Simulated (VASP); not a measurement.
# Sn2Se4Cl in VASP: single point with PBE+D3(BJ)

Aim: the single point of Sn2Se4Cl with PBE+D3(BJ).

All numbers are computed with VASP 6.6.1; they aren't measurements. Logs are shortened: lines on timing, memory, paths and dates and some standing lists are left out, and cuts for length are marked.

## (1) The cell of the first run

The cell holds a slab with vacuum, 14 atoms: a = 7.678 Å, b = 7.678 Å, c = 21.188 Å, α = 90.00°, β = 90.00°, γ = 120.00°.

## (2) Single point, PBE+D3(BJ)

Contents of INCAR:

```
SYSTEM = Sn2Se4Cl
ALGO = Normal ; DIPOL = 0.5 0.5 0.485
EDIFF = 1E-6 ; ENCUT = 520
GGA = PE ; IDIPOL = 3
ISIF = 2 ; ISMEAR = 0
IVDW = 12 ; LASPH = .TRUE.
LCHARG = .FALSE. ; LDIPOL = .TRUE.
LREAL = .FALSE. ; LWAVE = .FALSE.
NBANDS = 72 ; NELM = 60
PREC = Accurate ; SIGMA = 0.05
```

Contents of KPOINTS:

```
k-points
0
G
  3 3 1
  0 0 0
```

Contents of POSCAR:

```
Sn2Se4Cl
1.0
    7.6780971946      0.0000000000      0.0000000000
   -3.8390485973      6.6494272232      0.0000000000
    0.0000000000      0.0000000000     21.1880039997
Se Sn Cl
8 4 2
Direct
    0.3333333333      0.1666666667      0.3775721394
    0.3333333333      0.6666666667      0.3775721394
    0.8333333333      0.1666666667      0.3775721394
    0.8333333333      0.6666666667      0.3775721394
    0.1684003228      0.3368236229      0.5274314800
    0.1660130748      0.8318315028      0.5282335913
    0.6661134962      0.3321421705      0.5283412085
    0.6657793755      0.8317451132      0.5282385837
    0.0001082019      0.0002209545      0.4533197827
   -0.0023670454      0.5016921930      0.4524060559
    0.4995519197     -0.0009211947      0.4531729128
    0.5040314008      0.5016410099      0.4524212573
    0.9687823772      0.9360616858      0.7172027756
    1.0646028880      1.1287334384      0.6400336000
```

Potentials or basis: VASP PAW PBE potentials, release 64 (Se, Sn_d, Cl).

Launch:

```console
$ cat potpaw_PBE.64/Se/POTCAR potpaw_PBE.64/Sn_d/POTCAR potpaw_PBE.64/Cl/POTCAR > POTCAR
$ mpirun -np 1 vasp_std > vasp.out
```

OUTCAR:

```text
SYSTEM = Sn2Se4Cl
   EDIFF = 1E-6
   ENCUT = 520
   GGA = PE
   ISIF = 2
   ISMEAR = 0
   IVDW = 12
   LASPH = .TRUE.
   LREAL = .FALSE.
   NELM = 60
   PREC = Accurate
 IVDW          = 12

 ion  position               nearest neighbor table
   1  0.333  0.167  0.378-  12 2.73   9 2.74  11 2.74
   2  0.333  0.667  0.378-  11 2.73  10 2.74  12 2.74
   3  0.833  0.167  0.378-  10 2.73   9 2.74  11 2.74
   4  0.833  0.667  0.378-  10 2.70  12 2.70   9 2.74
   5  0.168  0.337  0.527-   9 2.73  12 2.74  10 2.74
   6  0.166  0.832  0.528-  10 2.72  11 2.73   9 2.73
   7  0.666  0.332  0.528-  11 2.73  10 2.73  12 2.73
   8  0.666  0.832  0.528-  12 2.72  11 2.73   9 2.73
   9  0.000  0.000  0.453-   6 2.73   8 2.73   5 2.73   3 2.74   1 2.74   4 2.74
  10  0.998  0.502  0.452-   4 2.70   6 2.72   7 2.73   3 2.73   2 2.74   5 2.74
  11  0.500  0.999  0.453-   7 2.73   6 2.73   8 2.73   2 2.73   3 2.74   1 2.74
  12  0.504  0.502  0.452-   4 2.70   8 2.72   7 2.73   1 2.73   2 2.74   5 2.74
  13  0.969  0.936  0.717-  14 2.08
  14  0.065  0.129  0.640-  13 2.08

  LATTYP: Found a hexagonal cell.
 ALAT       =     7.6780971946
 C/A-ratio  =     2.7595383938

  Lattice vectors:

 A1 = (   7.6780971946,   0.0000000000,   0.0000000000)
 A2 = (  -3.8390485973,   6.6494272232,   0.0000000000)
 A3 = (   0.0000000000,   0.0000000000,  21.1880039997)

Analysis of symmetry for initial positions (statically):
=====================================================================
 Subroutine PRICEL returns:
 Original cell was already a primitive cell.

 Routine SETGRP: Setting up the symmetry group for a
 hexagonal supercell.

 Subroutine GETGRP returns: Found  1 space group operations
 (whereof  1 operations were pure point group operations)
 out of a pool of 24 trial point group operations.

The static configuration has the point symmetry C_1 .

Analysis of symmetry for dynamics (positions and initial velocities):
=====================================================================
 Subroutine PRICEL returns:
 Original cell was already a primitive cell.

 Routine SETGRP: Setting up the symmetry group for a
 hexagonal supercell.

 Subroutine GETGRP returns: Found  1 space group operations
 (whereof  1 operations were pure point group operations)
 out of a pool of 24 trial point group operations.

The dynamic configuration has the point symmetry C_1 .

 Subroutine INISYM returns: Found  1 space group operations
 (whereof  1 operations are pure point group operations),
 and found     1 'primitive' translations

----------------------------------------------------------------------------------------

                                     Primitive cell

  volume of cell :    1081.7525

  direct lattice vectors                    reciprocal lattice vectors
     7.678097195  0.000000000  0.000000000     0.130240602  0.075194447  0.000000000
    -3.839048597  6.649427223  0.000000000     0.000000000  0.150388893  0.000000000
     0.000000000  0.000000000 21.188004000     0.000000000  0.000000000  0.047196517

  length of vectors
     7.678097195  7.678097195 21.188004000     0.150388893  0.150388893  0.047196517

  position of ions in fractional coordinates (direct lattice)
     0.333333333  0.166666667  0.377572139
     0.333333333  0.666666667  0.377572139
     0.833333333  0.166666667  0.377572139
     0.833333333  0.666666667  0.377572139
     0.168400323  0.336823623  0.527431480
     0.166013075  0.831831503  0.528233591
     0.666113496  0.332142170  0.528341209
     0.665779376  0.831745113  0.528238584
     0.000108202  0.000220955  0.453319783
     0.997632955  0.501692193  0.452406056
     0.499551920  0.999078805  0.453172913
     0.504031401  0.501641010  0.452421257
     0.968782377  0.936061686  0.717202776
     0.064602888  0.128733438  0.640033600

  ion indices of the primitive-cell ions
   primitive index   ion index
                 1           1
                 2           2
                 3           3
                 4           4
                 5           5
                 6           6
                 7           7
                 8           8
                 9           9
                10          10
                11          11
                12          12
                13          13
                14          14

----------------------------------------------------------------------------------------

 KPOINTS: k-points

Automatic generation of k-mesh.
 Grid dimensions read from file:
 generate k-points for:    3    3    1

 Generating k-lattice:

  Cartesian coordinates                     Fractional coordinates (reciprocal lattice)
     0.043413534  0.025064816  0.000000000     0.333333333  0.000000000  0.000000000
     0.000000000  0.050129631  0.000000000     0.000000000  0.333333333  0.000000000
     0.000000000  0.000000000  0.047196517     0.000000000  0.000000000  1.000000000

  Length of vectors
     0.050129631  0.050129631  0.047196517

  Shift w.r.t. Gamma in fractional coordinates (k-lattice)
     0.000000000  0.000000000  0.000000000

 Subroutine IBZKPT returns following result:
 ===========================================

 Found      5 irreducible k-points:

 Following reciprocal coordinates:
            Coordinates               Weight
  0.000000  0.000000  0.000000      1.000000
  0.333333  0.000000  0.000000      2.000000
  0.000000  0.333333  0.000000      2.000000
 -0.333333  0.333333  0.000000      2.000000
  0.333333  0.333333  0.000000      2.000000
   k-points           NKPTS =      5   k-points in BZ     NKDIM =      5   number of bands    NBANDS=     72
   number of dos      NEDOS =    301   number of ions     NIONS =     14
   total plane-waves  NPLWV = 576000
   dimension x,y,z NGX =    60 NGY =   60 NGZ =  160
   dimension x,y,z NGXF=   120 NGYF=  120 NGZF=  320
   ions per type =               8   4   2
   NGX,Y,Z   is equivalent  to a cutoff of  12.99, 12.99, 12.55 a.u.
   NGXF,Y,Z  is equivalent  to a cutoff of  25.98, 25.98, 25.11 a.u.
 SYSTEM =  Sn2Se4Cl
   PREC   = accura    normal or accurate (medium, high low for compatibility)
   ISTART =      0    job   : 0-new  1-cont  2-samecut
   ICHARG =      2    charge: 1-file 2-atom 10-const
   ISPIN  =      1    spin polarized calculation?
   LNONCOLLINEAR =      F non collinear calculations
   LSORBIT =      F    spin-orbit coupling
   LASPH  =      T    aspherical Exc in radial PAW
   ENCUT  =  520.0 eV  38.22 Ry    6.18 a.u.  14.28 14.28 39.40*2*pi/ulx,y,z
   NELM   =     60;   NELMIN=  2; NELMDL= -5     # of ELM steps
   EDIFF  = 0.1E-05   stopping-criterion for ELM
   LREAL  =      F    real-space projection
   EDIFFG = 0.1E-04   stopping-criterion for IOM
   NSW    =      0    number of steps for IOM
   IBRION =     -1    ionic relax: 0-MD 1-quasi-New 2-CG
   NFREE  =      0    steps in history (QN), initial steepest desc. (CG)
   ISIF   =      2    stress and relaxation
   ISYM   =      2    0-nonsym 1-usesym 2-fastsym
   POTIM  = 0.5000    time-step for ionic-motion
   TEBEG  =    0.0;   TEEND  =   0.0 temperature during run
   PSTRESS=    0.0 pullay stress
   NELECT =     118.0000    total number of electrons
   NUPDOWN=      -1.0000    fix difference up-down
   EMIN   =  10.00;   EMAX   =-10.00  energy-range for DOS
   EFERMI =   0.00;   METHOD = LEGACY
   ISMEAR =     0;   SIGMA  =   0.05  broadening in eV -4-tet -1-fermi 0-gaus
   EFERMI_NEDOS =   21; number of points for ismear=-14 and -15
   IALGO  =     38    algorithm
   IMIX   =      4    mixing-type and parameters
     AMIX     =   0.40;   BMIX     =  1.00
     AMIX_MAG =   1.60;   BMIX_MAG =  1.00
  volume/ion in A,a.u.               =      77.27       521.43
  Fermi-wavevector in a.u.,A,eV,Ry     =   0.782215  1.478172  8.324867  0.611860
  Thomas-Fermi vector in A             =   1.885893
   LORBIT       =      0    0 simple, 1 ext, 2 COOP (PROOUT), +10 PAW based schemes
   GGA     = PE    functional components
   LHFCALC =     F    Hartree Fock is set to
   AEXX    =    0.0000 exact exchange contribution
   IVDW    =    12    specifies the selected vdW correction
   LEPSILON=     F    determine dielectric tensor
   LRPA    =     F    only Hartree local field effects (RPA)
 non-spin polarized calculation
 Gauss-broadening in eV      SIGMA  =   0.05
  energy-cutoff  :      520.00
  volume of cell :     1081.75
 maximum number of plane-waves:     29281
 NGX is ok and might be reduce to    60
   NGX = 29   NGY = 29   NGZ = 79

 number of electron     117.9999991 magnetization

 dipolmoment           0.000000      0.000000      0.217197 electrons x Angstroem

 Free energy of the ion-electron system (eV)
  ---------------------------------------------------
  ext. energy  EPLUGINS =         0.00000000
  ---------------------------------------------------
  free energy    TOTEN  =       -51.06117216 eV

  energy without entropy =      -51.06117216  energy(sigma->0) =      -51.06117216

 E-fermi :  -2.7489     XC(G=0):  -3.7445

 val. band max:       -3.0598280539   @ k =   0.0000   0.3333   0.0000
 cond. band min:      -2.2874004179   @ k =   0.0000   0.0000   0.0000
 fundamental gap:      0.7724276359
 Fermi energy:        -2.7488581765

 k-point     1 :       0.0000    0.0000    0.0000
  band No.  band energies     occupation
      1     -24.2603      2.00000
      2     -24.2416      2.00000
      3     -24.2393      2.00000
      4     -24.2066      2.00000
      5     -24.2018      2.00000
      6     -24.1830      2.00000
[... 63 lines left out ...]
     70       1.5561      0.00000
     71       2.3538      0.00000
[... 294 lines left out ...]
     70       2.1250      0.00000
     71       2.2249      0.00000
 [bands above 71 left out]

------------------------ aborting loop because EDIFF is reached ----------------------------------------

 vacuum level on the upper side and lower side of the slab       (xc-potential included)         0.245        -0.502

 Edisp (eV)   -3.28653

 E8    (eV) :    -1.5029

  FORCE on cell =-STRESS in cart. coord.  units (eV):
  Direction    XX          YY          ZZ          XY          YZ          ZX
  --------------------------------------------------------------------------------------
  -------------------------------------------------------------------------------------
  Total      -0.11253    -0.69372    -0.05124    -0.00030     0.11319    -0.00213
  in kB      -0.16667    -1.02747    -0.07589    -0.00044     0.16765    -0.00316
  external pressure =       -0.42 kB  Pullay stress =        0.00 kB

 VOLUME and BASIS-vectors are now :
 -----------------------------------------------------------------------------
  energy-cutoff  :      520.00
  volume of cell :     1081.75
      direct lattice vectors                 reciprocal lattice vectors
     7.678097195  0.000000000  0.000000000     0.130240602  0.075194447  0.000000000
    -3.839048597  6.649427223  0.000000000     0.000000000  0.150388893  0.000000000
     0.000000000  0.000000000 21.188004000     0.000000000  0.000000000  0.047196517

 POSITION                                       TOTAL-FORCE (eV/Angst)
 -----------------------------------------------------------------------------------
      1.91952      1.10824      8.00000        -0.018402     -0.002852      0.042392
     -0.00000      4.43295      8.00000         0.000649     -0.063280      0.009021
      5.75857      1.10824      8.00000         0.018722     -0.003362      0.042074
      3.83905      4.43295      8.00000        -0.000717      0.079240     -0.150700
     -0.00009      2.23968     11.17522        -0.000950      0.003325      0.002575
     -1.91878      5.53120     11.19222         0.001930     -0.003374      0.014068
      3.83937      2.20856     11.19450        -0.000695      0.005167      0.016823
      1.91881      5.53063     11.19232        -0.001574     -0.001253      0.013890
     -0.00002      0.00147      9.60494        -0.000211     -0.005030     -0.003229
      5.73390      3.33597      9.58558         0.007454     -0.002222      0.003433
      0.00010      6.64330      9.60183        -0.000105     -0.000117     -0.004142
      1.94418      3.33563      9.58590        -0.006503     -0.001873      0.001768
      3.84482      6.22427     15.19610        -0.000870      0.084535     -0.106052
      0.00181      0.85600     13.56103         0.001271     -0.088904      0.118078
 -----------------------------------------------------------------------------------
    total drift:                               -0.000003     -0.000256     -0.000713

  FREE ENERGIE OF THE ION-ELECTRON SYSTEM (eV)
  ---------------------------------------------------
  free  energy   TOTEN  =       -54.3477055489 eV

  energy  without entropy=      -54.3477055489  energy(sigma->0) =      -54.34770555

 vacuum level on the upper side and lower side of the slab         3.581         2.820
```

It took 36 min on 1 thread of Intel Xeon 8259CL, shared host; peak memory 1.1 GiB.

What came out:

```
Free energy                : -54.3477 eV
Largest force              : 0.170 eV/Å
Band gap on the k mesh     : 0.77 eV (least direct gap 0.85 eV)
Dispersion energy per atom : -0.235 eV
```

Forces on the atoms (eV/Å):
```
Se  -0.018 -0.003  0.042
Se   0.001 -0.063  0.009
Se   0.019 -0.003  0.042
Se  -0.001  0.079 -0.151
Se  -0.001  0.003  0.003
Se   0.002 -0.003  0.014
Se  -0.001  0.005  0.017
Se  -0.002 -0.001  0.014
Sn   0.000 -0.005 -0.003
Sn   0.007 -0.002  0.003
Sn   0.000  0.000 -0.004
Sn  -0.007 -0.002  0.002
Cl  -0.001  0.085 -0.106
Cl   0.001 -0.089  0.118
```

Levels at points of the mesh, in eV from the valence-band top:
```tsv
k point	band 57	band 58	band 59	band 60	band 61	band 62
(0.00, 0.00, 0.00)	-0.29	-0.09	-0.08	0.77	0.80	0.87
```

Caveat: semilocal functionals underestimate gaps, and a narrow one can read as zero; spin-orbit coupling is left out, which moves the levels of the heavy elements.
